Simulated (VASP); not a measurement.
# Sb2As2C (P6_3/mmc) in VASP: a series of runs

The runs below take Sb2As2C through single point, relaxation of cell and atoms, with PBE.

Program: VASP 6.6.1. These are calculated values, not measurements. Logs are shortened: lines on timing, memory, paths and dates and some standing lists are left out, and cuts for length are marked.

### Step 1. The cell of the first run

The structure is hexagonal, space group P6_3/mmc (No. 194). Conventional cell: a = 5.056 Å, b = 5.056 Å, c = 12.727 Å, α = 90.00°, β = 90.00°, γ = 120.00°. Sb (site symmetry 3m) has 3 As at 2.94 Å and 3 C at 3.51 Å and 4 Sb at 3.83 to 3.88 Å within 3.9 Å. Within 2.1 Å of As (site symmetry 3m) lie 1 C at 1.60 Å. C (site symmetry -6m2) has 2 As at 1.60 Å within 2.1 Å.

### Step 2. Single point, PBE

Input file INCAR:

```
  PREC = Accurate
  ENCUT = 520
  EDIFF = 1E-6
  ISMEAR = 0
  SIGMA = 0.1
  LREAL = False
  LASPH = True
  NELM = 80
  ALGO = Normal
  ISIF = 2
  LWAVE = False
  LCHARG = False
  GGA = PE
  NBANDS = 35
```

Input file KPOINTS:

```
regular mesh
0
Gamma
  6 6 2
```

Input file POSCAR:

```
Sb2As2C
1.0
    5.0556766600      0.0000000000      0.0000000000
   -2.5278383300      4.3783444200      0.0000000000
    0.0000000000      0.0000000000     12.7267794900
Sb As C
4 4 2
Direct
    0.3333333300      0.6666666700      0.5975073000
    0.6666666700      0.3333333300      0.0975073000
    0.6666666700      0.3333333300      0.4024927000
    0.3333333300      0.6666666700      0.9024927000
    0.0000000000      0.0000000000      0.8755957600
    0.0000000000      0.0000000000      0.3755957600
    0.0000000000      0.0000000000      0.1244042400
    0.0000000000      0.0000000000      0.6244042400
    0.0000000000      0.0000000000      0.2500000000
    0.0000000000      0.0000000000      0.7500000000
```

Potentials or basis: VASP PAW PBE potentials, release 64 (Sb, As, C).

Run with:

```sh
$ cat potpaw_PBE.64/Sb/POTCAR potpaw_PBE.64/As/POTCAR potpaw_PBE.64/C/POTCAR > POTCAR
$ mpirun -np 1 vasp_std > vasp.out
```

OUTCAR:

```text
PREC = Accurate
   ENCUT = 520
   EDIFF = 1E-6
   ISMEAR = 0
   LREAL = False
   LASPH = True
   NELM = 80
   ISIF = 2
   GGA = PE

 ion  position               nearest neighbor table
   1  0.333  0.667  0.598-   8 2.94   8 2.94   8 2.94
   2  0.667  0.333  0.098-   7 2.94   7 2.94   7 2.94
   3  0.667  0.333  0.402-   6 2.94   6 2.94   6 2.94
   4  0.333  0.667  0.902-   5 2.94   5 2.94   5 2.94
   5  0.000  0.000  0.876-  10 1.60   4 2.94   4 2.94   4 2.94
   6  0.000  0.000  0.376-   9 1.60   3 2.94   3 2.94   3 2.94
   7  0.000  0.000  0.124-   9 1.60   2 2.94   2 2.94   2 2.94
   8  0.000  0.000  0.624-  10 1.60   1 2.94   1 2.94   1 2.94
   9  0.000  0.000  0.250-   6 1.60   7 1.60
  10  0.000  0.000  0.750-   5 1.60   8 1.60

  LATTYP: Found a hexagonal cell.
 ALAT       =     5.0556766600
 C/A-ratio  =     2.5173246522

  Lattice vectors:

 A1 = (   5.0556766600,   0.0000000000,   0.0000000000)
 A2 = (  -2.5278383300,   4.3783444200,   0.0000000000)
 A3 = (   0.0000000000,   0.0000000000,  12.7267794900)

Analysis of symmetry for initial positions (statically):
=====================================================================
 Subroutine PRICEL returns:
 Original cell was already a primitive cell.

 Routine SETGRP: Setting up the symmetry group for a
 hexagonal supercell.

 Subroutine GETGRP returns: Found 24 space group operations
 (whereof 12 operations were pure point group operations)
 out of a pool of 24 trial point group operations.

The static configuration has the point symmetry D_3d.
 The point group associated with its full space group is D_6h.

Analysis of symmetry for dynamics (positions and initial velocities):
=====================================================================
 Subroutine PRICEL returns:
 Original cell was already a primitive cell.

 Routine SETGRP: Setting up the symmetry group for a
 hexagonal supercell.

 Subroutine GETGRP returns: Found 24 space group operations
 (whereof 12 operations were pure point group operations)
 out of a pool of 24 trial point group operations.

The dynamic configuration has the point symmetry D_3d.
 The point group associated with its full space group is D_6h.

 Subroutine INISYM returns: Found 24 space group operations
 (whereof 12 operations are pure point group operations),
 and found     1 'primitive' translations

----------------------------------------------------------------------------------------

                                     Primitive cell

  volume of cell :     281.7135

  direct lattice vectors                    reciprocal lattice vectors
     5.055676660  0.000000000  0.000000000     0.197797460  0.114198417  0.000000000
    -2.527838330  4.378344420  0.000000000     0.000000000  0.228396833  0.000000000
     0.000000000  0.000000000 12.726779490     0.000000000  0.000000000  0.078574474

  length of vectors
     5.055676660  5.055676659 12.726779490     0.228396833  0.228396833  0.078574474

  position of ions in fractional coordinates (direct lattice)
     0.333333330  0.666666670  0.597507300
     0.666666670  0.333333330  0.097507300
     0.666666670  0.333333330  0.402492700
     0.333333330  0.666666670  0.902492700
     0.000000000  0.000000000  0.875595760
     0.000000000  0.000000000  0.375595760
     0.000000000  0.000000000  0.124404240
     0.000000000  0.000000000  0.624404240
     0.000000000  0.000000000  0.250000000
     0.000000000  0.000000000  0.750000000

  ion indices of the primitive-cell ions
   primitive index   ion index
                 1           1
                 2           2
                 3           3
                 4           4
                 5           5
                 6           6
                 7           7
                 8           8
                 9           9
                10          10

----------------------------------------------------------------------------------------

 KPOINTS: regular mesh

Automatic generation of k-mesh.
 Grid dimensions read from file:
 generate k-points for:    6    6    2

[... 56 lines left out ...]
     35       6.8256      0.00000

 k-point     3 :       0.3333   -0.0000    0.0000
  band No.  band energies     occupation
      1     -11.0665      2.00000
      2     -10.9767      2.00000
      3      -8.6661      2.00000
      4      -8.2855      2.00000
      5      -5.8298      2.00000
      6      -5.1253      2.00000
[... 27 lines left out ...]
     34       7.2860      0.00000
     35       7.3763      0.00000

 k-point     4 :       0.5000   -0.0000    0.0000
  band No.  band energies     occupation
      1     -11.0276      2.00000
      2     -10.9463      2.00000
      3      -8.5473      2.00000
      4      -8.2099      2.00000
      5      -5.6941      2.00000
      6      -5.3389      2.00000
[... 27 lines left out ...]
     34       7.7575      0.00000
     35       8.0648      0.00000

 k-point     5 :       0.1667    0.1667    0.0000
  band No.  band energies     occupation
      1     -11.0857      2.00000
      2     -10.9917      2.00000
      3      -8.7215      2.00000
      4      -8.3212      2.00000
      5      -5.8724      2.00000
      6      -5.0405      2.00000
[... 258 lines left out ...]
 k-point    12 :       0.1667    0.1667    0.5000
  band No.  band energies     occupation
      1     -11.0407      2.00000
      2     -11.0407      2.00000
      3      -8.5323      2.00000
      4      -8.5323      2.00000
      5      -5.5778      2.00000
      6      -5.5778      2.00000
[... 27 lines left out ...]
     34       6.7565      0.00000
     35       7.7127      0.00000

 k-point    13 :       0.3333    0.1667    0.5000
  band No.  band energies     occupation
      1     -10.9886      2.00000
      2     -10.9886      2.00000
      3      -8.3865      2.00000
      4      -8.3865      2.00000
      5      -5.5643      2.00000
      6      -5.5643      2.00000
[... 27 lines left out ...]
     34       7.7230      0.00000
     35       8.6036      0.00000

 k-point    14 :       0.3333    0.3333    0.5000
  band No.  band energies     occupation
      1     -10.9710      2.00000
      2     -10.9710      2.00000
      3      -8.3345      2.00000
      4      -8.3345      2.00000
      5      -5.5105      2.00000
      6      -5.5105      2.00000
[... 27 lines left out ...]
     34       8.2065      0.00000
     35       8.3925      0.00000

------------------------ aborting loop because EDIFF is reached ----------------------------------------

  FORCE on cell =-STRESS in cart. coord.  units (eV):
  Direction    XX          YY          ZZ          XY          YZ          ZX
  --------------------------------------------------------------------------------------
  -------------------------------------------------------------------------------------
  Total       -1.4943396     -1.4943396     52.1189161      0.0000000      0.0000000      0.0000000
  in kB       -8.4986936     -8.4986936    296.4136681      0.0000000      0.0000000      0.0000000
  external PRESSURE =      93.1387603 kB  Pullay stress =       0.0000000 kB

 VOLUME and BASIS-vectors are now :
 -----------------------------------------------------------------------------
  energy-cutoff  :      520.00
  volume of cell :      281.71
      direct lattice vectors                 reciprocal lattice vectors
     5.055676660  0.000000000  0.000000000     0.197797460  0.114198417  0.000000000
    -2.527838330  4.378344420  0.000000000     0.000000000  0.228396833  0.000000000
     0.000000000  0.000000000 12.726779490     0.000000000  0.000000000  0.078574474

 POSITION                                       TOTAL-FORCE (eV/Angst)
 -----------------------------------------------------------------------------------
     -0.00000      2.91890      7.60434        -0.000000      0.000000     -0.837681
      2.52784      1.45945      1.24095         0.000000     -0.000000     -0.837681
      2.52784      1.45945      5.12244         0.000000      0.000000      0.837681
     -0.00000      2.91890     11.48583        -0.000000      0.000000      0.837681
      0.00000      0.00000     11.14351         0.000000     -0.000000      7.961443
      0.00000      0.00000      4.78012         0.000000      0.000000      7.961443
      0.00000      0.00000      1.58327         0.000000      0.000000     -7.961443
      0.00000      0.00000      7.94666         0.000000     -0.000000     -7.961443
      0.00000      0.00000      3.18169         0.000000      0.000000     -0.000000
      0.00000      0.00000      9.54508         0.000000     -0.000000     -0.000000
 -----------------------------------------------------------------------------------
    total drift:                               -0.000000      0.000000     -0.000000

  FREE ENERGIE OF THE ION-ELECTRON SYSTEM (eV)
  ---------------------------------------------------
  free  energy   TOTEN  =       -41.4005092633 eV

  energy  without entropy=      -41.3541141856  energy(sigma->0) =      -41.37731172
```

Run time: 94 s. Hardware: 1 thread of Intel Xeon 6975P-C (Granite Rapids), shared host; peak memory 0.46 GiB.

What came out:

```yaml
Free_energy: -41.4005 eV
Pressure: 9.3 GPa
Largest_force: 7.961 eV/Å
Band_gap_on_the_k_mesh: zero (band 24 reaches 4.23 eV, above the bottom of band 25 at 3.17 eV)
```

Forces in eV/Å, atoms in the order of the input:
```
Sb   0.000  0.000 -0.838
Sb   0.000  0.000 -0.838
Sb   0.000  0.000  0.838
Sb   0.000  0.000  0.838
As   0.000  0.000  7.961
As   0.000  0.000  7.961
As   0.000  0.000 -7.961
As   0.000  0.000 -7.961
C    0.000  0.000  0.000
C    0.000  0.000  0.000
```

Stress tensor (GPa, compression positive):
```
-0.85  0.00  0.00
 0.00 -0.85  0.00
 0.00  0.00 29.64
```

Caveat: spin-orbit coupling is left out, which moves the levels of the heavy elements; forces of over 1 eV/Å act on the atoms, so gaps and moduli don't describe the material at rest.

### Step 3. Single point, PBE

This run uses another cell than the first one, of 28.54 Å³/atom, 1.013 times its volume.

Input file INCAR:

```
ALGO = Normal
EDIFF = 1E-7
ENCUT = 520
GGA = PE
ISIF = 2
ISMEAR = 0
LASPH = T
LCHARG = F
LREAL = F
LWAVE = F
NBANDS = 35
NELM = 80
PREC = Accurate
SIGMA = 0.1
```

Input file KPOINTS:

```
k-points
0
Gamma
  6 6 2
```

Input file POSCAR:

```
Sb2As2C
1.0
    4.5565584981      0.0000000000      0.0000000000
   -2.2782792491      3.9460954132      0.0000000000
    0.0000000000      0.0000000000     15.8750174919
Sb As C
4 4 2
Direct
    0.3333333333      0.6666666667      0.5528229461
    0.6666666667      0.3333333333      0.0528229461
    0.6666666667      0.3333333333      0.4471770539
    0.3333333333      0.6666666667      0.9471770539
    0.0000000000      0.0000000000      0.8609420702
    0.0000000000      0.0000000000      0.3609420702
    0.0000000000      0.0000000000      0.1390579298
    0.0000000000      0.0000000000      0.6390579298
    0.0000000000      0.0000000000      0.2500000000
    0.0000000000      0.0000000000      0.7500000000
```

Potentials or basis: VASP PAW PBE potentials, release 64 (Sb, As, C).

Run with:

```sh
$ cat potpaw_PBE.64/Sb/POTCAR potpaw_PBE.64/As/POTCAR potpaw_PBE.64/C/POTCAR > POTCAR
$ mpirun -np 1 vasp_std > vasp.out
```

It took 97 s on 1 thread of Intel Xeon 6975P-C (Granite Rapids), shared host; peak memory 0.46 GiB.

It converged, with:

```
Free energy            : -46.4977 eV
Pressure               : 0.2 GPa
Largest force          : 0.177 eV/Å
Band gap on the k mesh : zero (band 24 reaches 3.89 eV, above the bottom of band 25 at 3.02 eV)
```

Forces on the atoms (eV/Å):
```
Sb   0.000  0.000  0.005
Sb   0.000  0.000  0.005
Sb   0.000  0.000 -0.005
Sb   0.000  0.000 -0.005
As   0.000  0.000  0.177
As   0.000  0.000  0.177
As   0.000  0.000 -0.177
As   0.000  0.000 -0.177
C    0.000  0.000  0.000
C    0.000  0.000  0.000
```

Stress tensor (GPa, compression positive):
```
0.01 0.00 0.00
0.00 0.01 0.00
0.00 0.00 0.71
```

Levels at points of the mesh, in eV from the Fermi level:
| k point | band 22 | band 23 | band 24 | band 25 | band 26 | band 27 |
| --- | --- | --- | --- | --- | --- | --- |
| (0.00, 0.00, 0.00) | -1.26 | -0.70 | -0.57 | 0.00 | 0.00 | 0.25 |
| (0.50, 0.00, 0.00) | -1.47 | -1.05 | -0.05 | 0.60 | 1.16 | 1.38 |
| (0.00, 0.00, 0.50) | -0.77 | -0.77 | -0.77 | -0.64 | -0.64 | 0.90 |
| (0.50, 0.00, 0.50) | -0.93 | -0.50 | -0.50 | 0.13 | 0.13 | 1.94 |

Caveat: spin-orbit coupling is left out, which moves the levels of the heavy elements.

### Step 4. Relaxation of cell and atoms, PBE

Input file INCAR:

```
PREC = Accurate ; ENCUT = 600
EDIFF = 1E-7 ; ISMEAR = 0
SIGMA = 0.1 ; LREAL = F
LASPH = T ; NELM = 60
ALGO = Normal ; ISIF = 3
LWAVE = F ; LCHARG = F
GGA = PE ; IBRION = 2
NSW = 90 ; EDIFFG = -0.04
```

Input file KPOINTS:

```
regular mesh
0
Gamma
  6 6 2
```

Input file POSCAR:

```
Sb2As2C
1.0
    5.0556766600      0.0000000000      0.0000000000
   -2.5278383300      4.3783444200      0.0000000000
    0.0000000000      0.0000000000     12.7267794900
Sb As C
4 4 2
Direct
    0.3333333300      0.6666666700      0.5975073000
    0.6666666700      0.3333333300      0.0975073000
    0.6666666700      0.3333333300      0.4024927000
    0.3333333300      0.6666666700      0.9024927000
    0.0000000000      0.0000000000      0.8755957600
    0.0000000000      0.0000000000      0.3755957600
    0.0000000000      0.0000000000      0.1244042400
    0.0000000000      0.0000000000      0.6244042400
    0.0000000000      0.0000000000      0.2500000000
    0.0000000000      0.0000000000      0.7500000000
```

Run with:

```sh
$ cat potpaw_PBE.64/Sb/POTCAR potpaw_PBE.64/As/POTCAR potpaw_PBE.64/C/POTCAR > POTCAR
$ mpirun -np 1 vasp_std > vasp.out
```

It took 43 min on 1 thread of Intel Xeon 6975P-C (Granite Rapids), shared host; peak memory 0.56 GiB.

It converged, with:

```yaml
Free_energy: -46.4970 eV
Relaxed_volume: 28.67 Å³/atom
Relaxed_cell: a = 4.571 Å, b = 4.571 Å, c = 15.841 Å, α = 90.00°, β = 90.00°, γ = 120.00°
Space_group_after_relaxing_to_0.05_Å: P6_3/mmc (No. 194)
Energy_gained_by_relaxing: 509.3 meV/atom
Ionic_steps: 36
Pressure_after_relaxing: -0.1 GPa
Largest_force_after_relaxing: 0.040 eV/Å
Band_gap_on_the_k_mesh: zero (band 24 reaches 3.88 eV, above the bottom of band 25 at 2.94 eV)
```

Forces in eV/Å, atoms in the order of the input:
```
Sb   0.000  0.000 -0.040
Sb   0.000  0.000 -0.040
Sb   0.000  0.000  0.040
Sb   0.000  0.000  0.040
As   0.000  0.000 -0.002
As   0.000  0.000 -0.002
As   0.000  0.000  0.002
As   0.000  0.000  0.002
C    0.000  0.000  0.000
C    0.000  0.000  0.000
```

Stress tensor (GPa, compression positive):
```
-0.13  0.00  0.00
 0.00 -0.13  0.00
 0.00  0.00 -0.06
```

The path:
```
step  energy change (eV)  largest force (eV/Å)  pressure (GPa)  volume (Å³)
   1              0.0000                7.9589            9.29       281.71
   2              3.5147                1.3966           -6.12       347.31
   3              1.8178                1.9687           -6.15       332.08
   4              0.1301                2.8689           -6.15       319.26
   5             -2.3118                1.7671           -3.40       300.57
   6             -2.5637                0.6228            0.24       291.16
   7             -2.6093                0.5634           -1.19       294.23
   8             -2.6118                0.5741           -0.95       293.70
   9             -2.6116                0.5789           -0.85       293.46
  10             -2.7303                0.6536           -0.25       287.86
  11             -2.8483                0.8240            1.17       277.64
  12             -2.9418                0.9219            1.23       277.75
  13             -3.2747                1.1314            1.33       278.05
  14             -4.0112                1.0358            1.54       278.55
  15             -4.7119                1.4053            3.16       279.10
  16             -4.7234                1.1752            2.83       279.06
  17             -4.7875                0.9544            2.46       280.25
  18             -4.8705                0.4178            1.48       283.78
  19             -4.8935                0.3607            1.23       284.32
  20             -4.9346                0.1896            0.49       285.97
  21             -4.9399                0.3439            0.15       286.79
  22             -4.9457                0.3214            0.13       287.00
  23             -4.9619                0.2530            0.08       287.61
  24             -4.9883                0.1115           -0.01       288.82
  25             -5.0165                0.1901           -0.15       291.22
  26             -5.0282                0.1028           -0.32       291.36
  27             -5.0440                0.2997           -0.83       291.74
  28             -5.0554                0.2788           -0.68       290.53
  29             -5.0784                0.2131           -0.24       286.86
  30             -5.0716                0.1135            0.76       279.39
  31             -5.0848                0.1389            0.16       283.87
  32             -5.0878                0.1050            0.21       284.25
  33             -5.0889                0.0893            0.27       284.65
  34             -5.0909                0.0754            0.13       285.40
  35             -5.0923                0.0496           -0.13       286.82
  36             -5.0928                0.0396           -0.11       286.68
```

Final structure:
```xyz
10
Lattice="4.5713 0.0000 0.0000 -2.2856 3.9589 0.0000 0.0000 0.0000 15.8413" Properties=species:S:1:pos:R:3 pbc="T T T"
Sb    0.0000    2.6392    8.7645
Sb    2.2856    1.3196    0.8438
Sb    2.2856    1.3196    7.0768
Sb    0.0000    2.6392   14.9975
As    0.0000    0.0000   13.6482
As    0.0000    0.0000    5.7275
As    0.0000    0.0000    2.1931
As    0.0000    0.0000   10.1138
C     0.0000    0.0000    3.9603
C     0.0000    0.0000   11.8810
```

Levels at points of the mesh, in eV from the Fermi level:
```tsv
k point	band 21	band 22	band 23	band 24	band 25	band 26	band 27	band 28
(0.00, 0.00, 0.00)	-1.24	-1.24	-0.75	-0.61	0.00	0.00	0.23	0.23
(0.50, 0.00, 0.00)	-1.47	-1.43	-1.05	-0.06	0.59	1.20	1.43	1.48
(0.00, 0.00, 0.50)	-0.77	-0.77	-0.77	-0.77	-0.68	-0.68	0.88	0.88
(0.50, 0.00, 0.50)	-0.91	-0.91	-0.49	-0.49	0.14	0.14	1.96	1.96
```

Caveat: spin-orbit coupling is left out, which moves the levels of the heavy elements.

### Step 5. Summary

```csv
task,cell,cutoff (eV),gap on the mesh (eV),pressure (GPa),largest force (eV/Å)
single point,"a = 5.056, b = 5.056, c = 12.727 Å, angles 90.0, 90.0, 120.0°, 10 atoms",520,none,9.3,7.96
single point,"a = 4.557, b = 4.557, c = 15.875 Å, angles 90.0, 90.0, 120.0°, 10 atoms",520,none,0.2,0.18
relaxation of cell and atoms,"relaxed from a = 5.056, b = 5.056, c = 12.727 Å, angles 90.0, 90.0, 120.0°, 10 atoms",600,none,-0.1,0.04
```

Alike in all rows: level PBE; potentials or basis VASP PAW PBE potentials, release 64 (Sb, As, C); no spin polarisation; k mesh 6 × 6 × 2; smearing gaussian 0.1 eV.

Caveats: spin-orbit coupling is left out, which moves the levels of the heavy elements; forces of over 1 eV/Å act on the atoms, so gaps and moduli don't describe the material at rest (some runs).

Absolute energies hang on the potentials; compare differences alone.
